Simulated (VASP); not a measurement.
# SiC in VASP: notebook, part 2 of 2

VASP 6.6.1. The steps go on from the part before.

## Step 4: Single point, PBE (uniaxial y strain +3.4%)

INCAR reads:

```
SYSTEM = SiC
ALGO = Normal
EDIFF = 1E-7
ENCUT = 520
GGA = PE
ISIF = 2
ISMEAR = 0
LASPH = .True.
LCHARG = .False.
LREAL = .False.
LWAVE = .False.
NBANDS = 11
NELM = 80
PREC = Accurate
SIGMA = 0.01
```

KPOINTS reads:

```
k-points
0
Gamma
  6 6 6
  0 0 0
```

POSCAR reads:

```
SiC
1.0
    0.0000000000      2.2525390581      2.1780497564
    2.1780497564      0.0000000000      2.1780497564
    2.1780497564      2.2525390581      0.0000000000
Si C
1 1
Direct
    0.2500000000      0.2500000000      0.2500000000
    0.0000000000      0.0000000000      0.0000000000
```

Potentials or basis: VASP PAW PBE potentials, release 64 (Si, C).

Run with:

```
> cat potpaw_PBE.64/Si/POTCAR potpaw_PBE.64/C/POTCAR > POTCAR
> mpirun -np 1 vasp_std > vasp.out
```

OUTCAR:

```text
SYSTEM = SiC
   EDIFF = 1E-7
   ENCUT = 520
   GGA = PE
   ISIF = 2
   ISMEAR = 0
   LASPH = .True.
   LREAL = .False.
   NELM = 80
   PREC = Accurate

 ion  position               nearest neighbor table
   1  0.250  0.250  0.250-   2 1.91   2 1.91   2 1.91   2 1.91
   2  0.000  0.000  0.000-   1 1.91   1 1.91   1 1.91   1 1.91

  LATTYP: Found a body centered tetragonal cell.
 ALAT       =     3.0802275050
 C/A-ratio  =     1.4625796662

  Lattice vectors:

 A1 = (   0.0000000000,  -2.2525390581,   2.1780497564)
 A2 = (   0.0000000000,  -2.2525390581,  -2.1780497564)
 A3 = (   2.1780497564,   2.2525390581,   0.0000000000)

Analysis of symmetry for initial positions (statically):
=====================================================================
 Subroutine PRICEL returns:
 Original cell was already a primitive cell.

 Routine SETGRP: Setting up the symmetry group for a
 body centered tetragonal supercell.

 Subroutine GETGRP returns: Found  8 space group operations
 (whereof  8 operations were pure point group operations)
 out of a pool of 16 trial point group operations.

The static configuration has the point symmetry D_2d.

Analysis of symmetry for dynamics (positions and initial velocities):
=====================================================================
 Subroutine PRICEL returns:
 Original cell was already a primitive cell.

 Routine SETGRP: Setting up the symmetry group for a
 body centered tetragonal supercell.

 Subroutine GETGRP returns: Found  8 space group operations
 (whereof  8 operations were pure point group operations)
 out of a pool of 16 trial point group operations.

The dynamic configuration has the point symmetry D_2d.

 Subroutine INISYM returns: Found  8 space group operations
 (whereof  8 operations are pure point group operations),
 and found     1 'primitive' translations

----------------------------------------------------------------------------------------

                                     Primitive cell

  volume of cell :      21.3716

  direct lattice vectors                    reciprocal lattice vectors
     0.000000000  2.252539058  2.178049756    -0.229563167  0.221971734  0.229563167
     2.178049756  0.000000000  2.178049756     0.229563167 -0.221971734  0.229563167
     2.178049756  2.252539058  0.000000000     0.229563167  0.221971734 -0.229563167

  length of vectors
     3.133342137  3.080227505  3.133342137     0.393281001  0.393281001  0.393281001

  position of ions in fractional coordinates (direct lattice)
     0.250000000  0.250000000  0.250000000
     0.000000000  0.000000000  0.000000000

  ion indices of the primitive-cell ions
   primitive index   ion index
                 1           1
                 2           2

----------------------------------------------------------------------------------------

 KPOINTS: k-points

Automatic generation of k-mesh.
 Grid dimensions read from file:
 generate k-points for:    6    6    6

 Generating k-lattice:

  Cartesian coordinates                     Fractional coordinates (reciprocal lattice)
    -0.038260528  0.036995289  0.038260528     0.166666667  0.000000000  0.000000000
     0.038260528 -0.036995289  0.038260528     0.000000000  0.166666667  0.000000000
     0.038260528  0.036995289 -0.038260528     0.000000000  0.000000000  0.166666667

  Length of vectors
     0.065546834  0.065546834  0.065546834

  Shift w.r.t. Gamma in fractional coordinates (k-lattice)
     0.000000000  0.000000000  0.000000000

 Subroutine IBZKPT returns following result:
 ===========================================

 Found     30 irreducible k-points:

 Following reciprocal coordinates:
            Coordinates               Weight
  0.000000  0.000000  0.000000      1.000000
  0.166667  0.000000 -0.000000      8.000000
  0.333333  0.000000  0.000000      8.000000
  0.500000  0.000000 -0.000000      4.000000
  0.166667  0.166667  0.000000      4.000000
  0.333333  0.166667 -0.000000     16.000000
[... 16 lines left out ...]
  0.333333 -0.333333  0.166667     16.000000
  0.500000 -0.333333  0.166667      4.000000
 [... further k-points ...]
   k-points           NKPTS =     30   k-points in BZ     NKDIM =     30   number of bands    NBANDS=     11
   number of dos      NEDOS =    301   number of ions     NIONS =      2
   total plane-waves  NPLWV =  13824
   dimension x,y,z NGX =    24 NGY =   24 NGZ =   24
   dimension x,y,z NGXF=    48 NGYF=   48 NGZF=   48
   ions per type =               1   1
   NGX,Y,Z   is equivalent  to a cutoff of  12.73, 12.95, 12.73 a.u.
   NGXF,Y,Z  is equivalent  to a cutoff of  25.47, 25.91, 25.47 a.u.
 SYSTEM =  SiC
   PREC   = accura    normal or accurate (medium, high low for compatibility)
   ISTART =      0    job   : 0-new  1-cont  2-samecut
   ICHARG =      2    charge: 1-file 2-atom 10-const
   ISPIN  =      1    spin polarized calculation?
   LNONCOLLINEAR =      F non collinear calculations
   LSORBIT =      F    spin-orbit coupling
   LASPH  =      T    aspherical Exc in radial PAW
   ENCUT  =  520.0 eV  38.22 Ry    6.18 a.u.   5.83  5.73  5.83*2*pi/ulx,y,z
   NELM   =     80;   NELMIN=  2; NELMDL= -5     # of ELM steps
   EDIFF  = 0.1E-06   stopping-criterion for ELM
   LREAL  =      F    real-space projection
   EDIFFG = 0.1E-05   stopping-criterion for IOM
   NSW    =      0    number of steps for IOM
   IBRION =     -1    ionic relax: 0-MD 1-quasi-New 2-CG
   NFREE  =      0    steps in history (QN), initial steepest desc. (CG)
   ISIF   =      2    stress and relaxation
   ISYM   =      2    0-nonsym 1-usesym 2-fastsym
   POTIM  = 0.5000    time-step for ionic-motion
   TEBEG  =    0.0;   TEEND  =   0.0 temperature during run
   PSTRESS=    0.0 pullay stress
   NELECT =       8.0000    total number of electrons
   NUPDOWN=      -1.0000    fix difference up-down
   EMIN   =  10.00;   EMAX   =-10.00  energy-range for DOS
   EFERMI =   0.00;   METHOD = LEGACY
   ISMEAR =     0;   SIGMA  =   0.01  broadening in eV -4-tet -1-fermi 0-gaus
   EFERMI_NEDOS =   21; number of points for ismear=-14 and -15
   IALGO  =     38    algorithm
   IMIX   =      4    mixing-type and parameters
     AMIX     =   0.40;   BMIX     =  1.00
     AMIX_MAG =   1.60;   BMIX_MAG =  1.00
  volume/ion in A,a.u.               =      10.69        72.11
  Fermi-wavevector in a.u.,A,eV,Ry     =   1.179847  2.229587 18.939825  1.392038
  Thomas-Fermi vector in A             =   2.316150
   LORBIT       =      0    0 simple, 1 ext, 2 COOP (PROOUT), +10 PAW based schemes
   GGA     = PE    functional components
   LHFCALC =     F    Hartree Fock is set to
   AEXX    =    0.0000 exact exchange contribution
   IVDW    =     0    specifies the selected vdW correction
   LEPSILON=     F    determine dielectric tensor
   LRPA    =     F    only Hartree local field effects (RPA)
 non-spin polarized calculation
 Gauss-broadening in eV      SIGMA  =   0.01
  energy-cutoff  :      520.00
  volume of cell :       21.37
 maximum number of plane-waves:       588
   NGX = 11   NGY = 11   NGZ = 11

 number of electron       8.0000001 magnetization

 Free energy of the ion-electron system (eV)
  ---------------------------------------------------
  ext. energy  EPLUGINS =         0.00000000
  ---------------------------------------------------
  free energy    TOTEN  =       -15.03278986 eV

  energy without entropy =      -15.03278986  energy(sigma->0) =      -15.03278986

 E-fermi :   7.9667     XC(G=0): -11.2148

 val. band max:        7.8398320930   @ k =   0.0000   0.0000   0.0000
 cond. band min:       9.0455321645   @ k =   0.5000   0.5000   0.0000
 fundamental gap:      1.2057000715
 Fermi energy:         7.9667250872

 k-point     1 :       0.0000    0.0000    0.0000
  band No.  band energies     occupation
      1      -7.3976      2.00000
      2       7.6006      2.00000
      3       7.8398      2.00000
      4       7.8398      2.00000
      5      13.6030      0.00000
      6      14.8122      0.00000
      7      14.8122      0.00000
      8      14.8999      0.00000
      9      21.5283      0.00000
     10      22.5736      0.00000
     11      23.7364      0.00000
[... 309 lines left out ...]
 k-point    24 :       0.5000   -0.3333    0.1667
  band No.  band energies     occupation
      1      -2.3330      2.00000
      2       0.6335      2.00000
      3       3.2249      2.00000
      4       3.4238      2.00000
      5      11.7022      0.00000
      6      14.5210      0.00000
      7      18.7582      0.00000
      8      20.0946      0.00000
      9      21.1475      0.00000
     10      24.9415      0.00000
     11      27.9785      0.00000

 [... further k-points ...]
[... 5 lines left out ...]
  --------------------------------------------------------------------------------------
  -------------------------------------------------------------------------------------
  Total       -0.0799753     -1.3024991     -0.0799753      0.0000000      0.0000000      0.0000000
  in kB       -5.9955464    -97.6450169     -5.9955464      0.0000000      0.0000000      0.0000000
  external PRESSURE =     -36.5453699 kB  Pullay stress =       0.0000000 kB

 VOLUME and BASIS-vectors are now :
 -----------------------------------------------------------------------------
  energy-cutoff  :      520.00
  volume of cell :       21.37
      direct lattice vectors                 reciprocal lattice vectors
     0.000000000  2.252539058  2.178049756    -0.229563167  0.221971734  0.229563167
     2.178049756  0.000000000  2.178049756     0.229563167 -0.221971734  0.229563167
     2.178049756  2.252539058  0.000000000     0.229563167  0.221971734 -0.229563167

 POSITION                                       TOTAL-FORCE (eV/Angst)
 -----------------------------------------------------------------------------------
      1.08902      1.12627      1.08902         0.000000     -0.000000      0.000000
      0.00000      0.00000      0.00000        -0.000000      0.000000     -0.000000
 -----------------------------------------------------------------------------------
    total drift:                               -0.000000     -0.000000     -0.000000

  FREE ENERGIE OF THE ION-ELECTRON SYSTEM (eV)
  ---------------------------------------------------
  free  energy   TOTEN  =       -15.0327898603 eV

  energy  without entropy=      -15.0327898603  energy(sigma->0) =      -15.03278986
```

OSZICAR:

```text
N       E                     dE             d eps       ncg     rms          rms(c)
DAV:   1     0.381116818857E+01    0.38112E+01   -0.38889E+03   660   0.662E+02
DAV:   2    -0.161688426483E+02   -0.19980E+02   -0.19386E+02   825   0.104E+02
DAV:   3    -0.168037999862E+02   -0.63496E+00   -0.63367E+00   819   0.160E+01
DAV:   4    -0.168063578356E+02   -0.25578E-02   -0.25577E-02   781   0.132E+00
DAV:   5    -0.168063700141E+02   -0.12178E-04   -0.12178E-04   816   0.846E-02    0.849E+00
DAV:   6    -0.150807877675E+02    0.17256E+01   -0.64164E+00   735   0.112E+01    0.373E+00
DAV:   7    -0.150400249945E+02    0.40763E-01   -0.35018E-01   795   0.340E+00    0.173E+00
DAV:   8    -0.150325609563E+02    0.74640E-02   -0.19848E-02   756   0.936E-01    0.169E-01
DAV:   9    -0.150326697790E+02   -0.10882E-03   -0.16965E-03   814   0.232E-01    0.111E-01
DAV:  10    -0.150327868996E+02   -0.11712E-03   -0.25463E-04   756   0.958E-02    0.256E-02
DAV:  11    -0.150327893569E+02   -0.24572E-05   -0.45476E-05   792   0.343E-02    0.675E-03
DAV:  12    -0.150327898490E+02   -0.49210E-06   -0.20660E-06   786   0.862E-03    0.110E-03
DAV:  13    -0.150327898603E+02   -0.11357E-07   -0.12154E-07   727   0.224E-03
   1 F= -.15032790E+02 E0= -.15032790E+02  d E =-.614372E-74
```

Run time: 3.4 s. Hardware: 1 thread of Intel Xeon Platinum 8481C at 2.70GHz (Sapphire Rapids), shared host; peak memory 0.13 GiB.

Results:

* Free energy: -15.0328 eV
* Pressure: -3.7 GPa
* Band gap on the k mesh: 1.21 eV, indirect (least direct gap 4.47 eV)

Levels at points of the mesh, in eV from the valence-band top:
| k point | band 1 | band 2 | band 3 | band 4 | band 5 | band 6 | band 7 | band 8 | band 9 |
| --- | --- | --- | --- | --- | --- | --- | --- | --- | --- |
| (0.00, 0.00, 0.00) | -15.24 | -0.24 | 0.00 | 0.00 | 5.76 | 6.97 | 6.97 | 7.06 | 13.69 |
| (0.50, 0.00, 0.00) | -11.79 | -8.44 | -1.33 | -0.92 | 4.95 | 6.88 | 7.25 | 9.80 | 15.64 |
| (0.50, 0.50, 0.00) | -10.28 | -7.64 | -3.35 | -3.29 | 1.21 | 3.93 | 13.01 | 14.02 | 14.41 |
| (0.50, 0.00, 0.50) | -10.53 | -8.05 | -2.97 | -2.97 | 1.50 | 4.51 | 13.66 | 13.66 | 13.93 |

Caveat: the cell differs from its parent crystal (uniaxial y strain +3.4%).

## Step 5: Single point, PBE (biaxial xy strain +4.0%)

INCAR reads:

```
PREC = Accurate
ENCUT = 520
EDIFF = 1E-7
ISMEAR = 0
SIGMA = 0.01
LREAL = False
LASPH = True
NELM = 100
ALGO = Normal
ISIF = 2
LWAVE = False
LCHARG = False
GGA = PE
NBANDS = 11
```

KPOINTS reads:

```
Automatic mesh
0
Gamma
  6 6 6
```

POSCAR reads:

```
SiC
1.0
    0.0000000000      2.2643005268      2.1780497564
    2.2643005268      0.0000000000      2.1780497564
    2.2643005268      2.2643005268      0.0000000000
Si C
1 1
Direct
    0.2500000000      0.2500000000      0.2500000000
    0.0000000000      0.0000000000      0.0000000000
```

Potentials or basis: VASP PAW PBE potentials, release 64 (Si, C).

Run with:

```
> cat potpaw_PBE.64/Si/POTCAR potpaw_PBE.64/C/POTCAR > POTCAR
> mpirun -np 1 vasp_std > vasp.out
```

OUTCAR:

```text
PREC = Accurate
   ENCUT = 520
   EDIFF = 1E-7
   ISMEAR = 0
   LREAL = False
   LASPH = True
   NELM = 100
   ISIF = 2
   GGA = PE

 ion  position               nearest neighbor table
   1  0.250  0.250  0.250-   2 1.94   2 1.94   2 1.94   2 1.94
   2  0.000  0.000  0.000-   1 1.94   1 1.94   1 1.94   1 1.94

  LATTYP: Found a body centered tetragonal cell.
 ALAT       =     3.2022045143
 C/A-ratio  =     1.3603439422

  Lattice vectors:

 A1 = (   0.0000000000,  -2.2643005268,  -2.1780497564)
[... 513 lines left out ...]
      6      13.3566      0.00000
      7      18.1591      0.00000
      8      19.1585      0.00000
      9      20.5215      0.00000
     10      24.6594      0.00000
     11      27.2072      0.00000

 [... further k-points ...]
[... 5 lines left out ...]
  --------------------------------------------------------------------------------------
  -------------------------------------------------------------------------------------
  Total       -2.0460912     -2.0460912     -0.7828785      0.0000000      0.0000000     -0.0000000
  in kB     -146.7809299   -146.7809299    -56.1615383      0.0000000      0.0000000     -0.0000000
  external PRESSURE =    -116.5744660 kB  Pullay stress =       0.0000000 kB

 VOLUME and BASIS-vectors are now :
 -----------------------------------------------------------------------------
  energy-cutoff  :      520.00
  volume of cell :       22.33
      direct lattice vectors                 reciprocal lattice vectors
     0.000000000  2.264300527  2.178049756    -0.220818745  0.220818745  0.229563167
     2.264300527  0.000000000  2.178049756     0.220818745 -0.220818745  0.229563167
     2.264300527  2.264300527  0.000000000     0.220818745  0.220818745 -0.229563167

 POSITION                                       TOTAL-FORCE (eV/Angst)
 -----------------------------------------------------------------------------------
      1.13215      1.13215      1.08902         0.000000      0.000000      0.000000
      0.00000      0.00000      0.00000        -0.000000     -0.000000     -0.000000
 -----------------------------------------------------------------------------------
    total drift:                               -0.000000     -0.000000      0.000000

  FREE ENERGIE OF THE ION-ELECTRON SYSTEM (eV)
  ---------------------------------------------------
  free  energy   TOTEN  =       -14.9832634728 eV

  energy  without entropy=      -14.9832634728  energy(sigma->0) =      -14.98326347
```

Run time: 3.2 s. Hardware: 1 thread of Intel Xeon Platinum 8481C at 2.70GHz (Sapphire Rapids), shared host; peak memory 0.13 GiB.

Results:

| Quantity | Value |
| --- | --- |
| Free energy | -14.9833 eV |
| Pressure | -11.7 GPa |
| Band gap on the k mesh | 1.04 eV, indirect (least direct gap 4.41 eV) |

Caveat: the cell differs from its parent crystal (biaxial xy strain +4.0%). A k mesh can miss the band edges.

## Step 6: Summary

```csv
cell,gap on the mesh (eV),pressure (GPa)
"a = 3.080 Å, angles 60.0°, 2 atoms",1.35,3.5
"a = 3.080, b = 3.036, c = 3.036 Å, angles 61.0, 59.5, 59.5°, 2 atoms",1.01,10.5
"a = 3.133, b = 3.080 Å, angles 60.6, 58.9, 60.6°, 2 atoms",1.21,-3.7
"a = 3.142, b = 3.142, c = 3.202 Å, angles 59.4, 59.4, 61.3°, 2 atoms",1.04,-11.7
```

Alike in all rows: task single point; level PBE; potentials or basis VASP PAW PBE potentials, release 64 (Si, C); no spin polarisation; k mesh 6 × 6 × 6; cutoff (eV) 520; smearing gaussian 0.01 eV.

Caveats: some runs use coarse meshes.

Total energies depend on the potentials used, so only differences within one code and one set of settings carry meaning.
